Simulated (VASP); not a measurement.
# Mo (P-1) in VASP: a series of runs, part 2 of 2

VASP 6.6.1. The steps go on from the part before.

## 4. Single point, PBE

INCAR

```
ALGO = Normal
EDIFF = 1E-6
ENCUT = 520
GGA = PE
ISIF = 2
ISMEAR = -1
LASPH = T
LCHARG = T
LELF = T
LREAL = F
LVHAR = T
LWAVE = F
NBANDS = 13
NELM = 60
PREC = Accurate
SIGMA = 0.05
```

KPOINTS

```
k-points
0
Gamma
  11 10 10
```

POSCAR

```
Mo
1.0
    0.1575306600      2.0190446400      1.9118309000
    2.1247256100     -0.0263960200      2.0957575800
    2.0299532600      2.1081989700      0.0683763300
Mo
1
Direct
    0.0000000000      0.0000000000      0.0000000000
```

Potentials or basis: VASP PAW PBE potentials, release 64 (Mo_sv).

Launch:

```bash
$ cat potpaw_PBE.64/Mo_sv/POTCAR > POTCAR
$ mpirun -np 1 vasp_std > vasp.out
```

OUTCAR:

```text
EDIFF = 1E-6
   ENCUT = 520
   GGA = PE
   ISIF = 2
   ISMEAR = -1
   LASPH = T
   LREAL = F
   NELM = 60
   PREC = Accurate

 ion  position               nearest neighbor table
   1  0.000  0.000  0.000-

  LATTYP: Found a triclinic cell.
 ALAT       =     2.9274371825
 B/A-ratio  =     1.0194990096
 C/A-ratio  =     0.8980940279
 COS(alpha) =     0.0143497125
 COS(beta)  =     0.5018909665
 COS(gamma) =     0.5036911362

  Lattice vectors:

 A1 = (   2.0299532600,   2.1081989700,   0.0683763300)
 A2 = (   2.1247256100,  -0.0263960200,   2.0957575800)
 A3 = (   1.8724226000,   0.0891543300,  -1.8434545700)

Analysis of symmetry for initial positions (statically):
=====================================================================
 Subroutine PRICEL returns:
 Original cell was already a primitive cell.

 Routine SETGRP: Setting up the symmetry group for a
 triclinic supercell.

 Subroutine GETGRP returns: Found  2 space group operations
 (whereof  2 operations were pure point group operations)
 out of a pool of  2 trial point group operations.

The static configuration has the point symmetry S_2 .

Analysis of symmetry for dynamics (positions and initial velocities):
=====================================================================
 Subroutine PRICEL returns:
 Original cell was already a primitive cell.

 Routine SETGRP: Setting up the symmetry group for a
 triclinic supercell.

 Subroutine GETGRP returns: Found  2 space group operations
 (whereof  2 operations were pure point group operations)
 out of a pool of  2 trial point group operations.

The dynamic configuration has the point symmetry S_2 .

 Subroutine INISYM returns: Found  2 space group operations
 (whereof  2 operations are pure point group operations),
 and found     1 'primitive' translations

----------------------------------------------------------------------------------------

                                     Primitive cell

  volume of cell :      16.2662

  direct lattice vectors                    reciprocal lattice vectors
     0.157530660  2.019044640  1.911830900    -0.271734545  0.252610808  0.278672148
     2.124725610 -0.026396020  2.095757580     0.239298271 -0.237926770  0.231551836
     2.029953260  2.108198970  0.068376330     0.263239242  0.229431467 -0.263988109

  length of vectors
     2.785041213  2.984519308  2.927437182     0.464015139  0.409254277  0.437748122

  position of ions in fractional coordinates (direct lattice)
     0.000000000  0.000000000  0.000000000

  ion indices of the primitive-cell ions
   primitive index   ion index
                 1           1

----------------------------------------------------------------------------------------

 KPOINTS: k-points

Automatic generation of k-mesh.
 Grid dimensions read from file:
 generate k-points for:   11   10   10

 Generating k-lattice:

  Cartesian coordinates                     Fractional coordinates (reciprocal lattice)
    -0.024703140  0.022964619  0.025333832     0.090909091  0.000000000 -0.000000000
     0.023929827 -0.023792677  0.023155184    -0.000000000  0.100000000 -0.000000000
     0.026323924  0.022943147 -0.026398811     0.000000000  0.000000000  0.100000000

  Length of vectors
     0.042183194  0.040925428  0.043774812

  Shift w.r.t. Gamma in fractional coordinates (k-lattice)
     0.000000000  0.000000000  0.000000000

 Subroutine IBZKPT returns following result:
 ===========================================

 Found    552 irreducible k-points:

 Following reciprocal coordinates:
            Coordinates               Weight
  0.000000  0.000000  0.000000      1.000000
  0.090909  0.000000  0.000000      2.000000
  0.181818  0.000000  0.000000      2.000000
  0.272727  0.000000  0.000000      2.000000
  0.363636  0.000000  0.000000      2.000000
  0.454545  0.000000  0.000000      2.000000
[... 16 lines left out ...]
  0.454545  0.200000  0.000000      2.000000
 -0.454545  0.200000 -0.000000      2.000000
 [... further k-points ...]
   k-points           NKPTS =    552   k-points in BZ     NKDIM =    552   number of bands    NBANDS=     13
   number of dos      NEDOS =    301   number of ions     NIONS =      1
   total plane-waves  NPLWV =  13824
   dimension x,y,z NGX =    24 NGY =   24 NGZ =   24
   dimension x,y,z NGXF=    48 NGYF=   48 NGZF=   48
   ions per type =               1
   NGX,Y,Z   is equivalent  to a cutoff of  14.33, 13.37, 13.63 a.u.
   NGXF,Y,Z  is equivalent  to a cutoff of  28.65, 26.74, 27.26 a.u.
 SYSTEM =  unknown system
   PREC   = accura    normal or accurate (medium, high low for compatibility)
   ISTART =      0    job   : 0-new  1-cont  2-samecut
   ICHARG =      2    charge: 1-file 2-atom 10-const
   ISPIN  =      1    spin polarized calculation?
   LNONCOLLINEAR =      F non collinear calculations
   LSORBIT =      F    spin-orbit coupling
   LASPH  =      T    aspherical Exc in radial PAW
   ENCUT  =  520.0 eV  38.22 Ry    6.18 a.u.   5.18  5.55  5.44*2*pi/ulx,y,z
   NELM   =     60;   NELMIN=  2; NELMDL= -5     # of ELM steps
   EDIFF  = 0.1E-05   stopping-criterion for ELM
   LREAL  =      F    real-space projection
   EDIFFG = 0.1E-04   stopping-criterion for IOM
   NSW    =      0    number of steps for IOM
   IBRION =     -1    ionic relax: 0-MD 1-quasi-New 2-CG
   NFREE  =      0    steps in history (QN), initial steepest desc. (CG)
   ISIF   =      2    stress and relaxation
   ISYM   =      2    0-nonsym 1-usesym 2-fastsym
   POTIM  = 0.5000    time-step for ionic-motion
   TEBEG  =    0.0;   TEEND  =   0.0 temperature during run
   PSTRESS=    0.0 pullay stress
   NELECT =      14.0000    total number of electrons
   NUPDOWN=      -1.0000    fix difference up-down
   EMIN   =  10.00;   EMAX   =-10.00  energy-range for DOS
   EFERMI =   0.00;   METHOD = LEGACY
   ISMEAR =    -1;   SIGMA  =   0.05  broadening in eV -4-tet -1-fermi 0-gaus
   EFERMI_NEDOS =   21; number of points for ismear=-14 and -15
   IALGO  =     38    algorithm
   IMIX   =      4    mixing-type and parameters
     AMIX     =   0.40;   BMIX     =  1.00
     AMIX_MAG =   1.60;   BMIX_MAG =  1.00
  volume/ion in A,a.u.               =      16.27       109.77
  Fermi-wavevector in a.u.,A,eV,Ry     =   1.557241  2.942759 32.994115  2.424999
  Thomas-Fermi vector in A             =   2.660920
   LORBIT       =      0    0 simple, 1 ext, 2 COOP (PROOUT), +10 PAW based schemes
   GGA     = PE    functional components
   LHFCALC =     F    Hartree Fock is set to
   AEXX    =    0.0000 exact exchange contribution
   IVDW    =     0    specifies the selected vdW correction
   LEPSILON=     F    determine dielectric tensor
   LRPA    =     F    only Hartree local field effects (RPA)
 non-spin polarized calculation
  energy-cutoff  :      520.00
  volume of cell :       16.27
 maximum number of plane-waves:       450
 NGX is ok and might be reduce to    24
   NGX = 11   NGY = 11   NGZ = 11

 number of electron      14.0000000 magnetization

 Free energy of the ion-electron system (eV)
  ---------------------------------------------------
  ext. energy  EPLUGINS =         0.00000000
  ---------------------------------------------------
  free energy    TOTEN  =       -10.55760599 eV

  energy without entropy =      -10.54967333  energy(sigma->0) =      -10.55363966

 E-fermi :  11.7849     XC(G=0): -13.1394

 val. band max:       11.7737063952   @ k =  -0.1818  -0.0000   0.1000
 cond. band min:      11.7865493562   @ k =   0.1818   0.3000  -0.0000
 fundamental gap:      0.0128429610
 Fermi energy:        11.7849377962

 k-point     1 :       0.0000    0.0000    0.0000
  band No.  band energies     occupation
      1     -49.2269      2.00000
      2     -22.7161      2.00000
      3     -22.6176      2.00000
      4     -22.3412      2.00000
      5       4.8949      2.00000
      6       9.9218      2.00000
      7      10.0686      2.00000
      8      12.2913      0.00008
      9      13.2843      0.00000
     10      14.0590      0.00000
     11      24.5857      0.00000
     12      28.7500      0.00000
     13      29.0183      0.00000
[... 353 lines left out ...]
 k-point    24 :      -0.4545    0.2000   -0.0000
  band No.  band energies     occupation
      1     -48.8878      2.00000
      2     -23.8954      2.00000
      3     -23.0413      2.00000
      4     -22.9749      2.00000
      5       7.6552      2.00000
      6       9.1304      2.00000
      7      11.4795      1.99557
      8      11.9435      0.08052
      9      16.0506      0.00000
     10      18.7143      0.00000
     11      23.2401      0.00000
     12      25.6738      0.00000
     13      28.6240      0.00000

 [... further k-points ...]

------------------------ aborting loop because EDIFF is reached ----------------------------------------

  FORCE on cell =-STRESS in cart. coord.  units (eV):
  Direction    XX          YY          ZZ          XY          YZ          ZX
  --------------------------------------------------------------------------------------
  -------------------------------------------------------------------------------------
  Total       -0.2134192      0.3416210     -0.4319456      0.3568147     -0.0932705     -0.1107630
  in kB      -21.0212671     33.6488269    -42.5455845     35.1453741     -9.1869202    -10.9098801
  external PRESSURE =      -9.9726749 kB  Pullay stress =       0.0000000 kB

 VOLUME and BASIS-vectors are now :
 -----------------------------------------------------------------------------
  energy-cutoff  :      520.00
  volume of cell :       16.27
      direct lattice vectors                 reciprocal lattice vectors
     0.157530660  2.019044640  1.911830900    -0.271734545  0.252610808  0.278672148
     2.124725610 -0.026396020  2.095757580     0.239298271 -0.237926770  0.231551836
     2.029953260  2.108198970  0.068376330     0.263239242  0.229431467 -0.263988109

 POSITION                                       TOTAL-FORCE (eV/Angst)
 -----------------------------------------------------------------------------------
      0.00000      0.00000      0.00000         0.000000      0.000000     -0.000000
 -----------------------------------------------------------------------------------
    total drift:                                0.000000     -0.000000     -0.000000

  FREE ENERGIE OF THE ION-ELECTRON SYSTEM (eV)
  ---------------------------------------------------
  free  energy   TOTEN  =       -10.5576059862 eV

  energy  without entropy=      -10.5496733273  energy(sigma->0) =      -10.55363966
```

It took 29 s on 1 thread of Intel Xeon 6975P-C (Granite Rapids), shared host; peak memory 0.23 GiB.

What came out:

```
Free energy            : -10.5576 eV
Pressure               : -1.0 GPa
Band gap on the k mesh : zero (bands 7 and 8 overlap by 4.08 eV)
```

Caveat: the stress differs along the axes, from -4 to 3 GPa.

## 5. Overview

```tsv
k mesh	smearing	gap on the mesh (eV)	pressure (GPa)
9 × 8 × 8	fermi-dirac 0.05 eV	none	-0.6
9 × 8 × 8	gaussian 0.05 eV	none	-0.7
11 × 10 × 10	fermi-dirac 0.05 eV	none	-1.0
```

Alike in all rows: task single point; level PBE; potentials or basis VASP PAW PBE potentials, release 64 (Mo_sv); no spin polarisation; cell as given; cutoff (eV) 520.

Caveats: the stress differs along the axes, from -4 to 2 GPa (at least some runs); the stress differs along the axes, from -4 to 3 GPa (at least some runs).

Absolute energies hang on the potentials; compare differences alone.
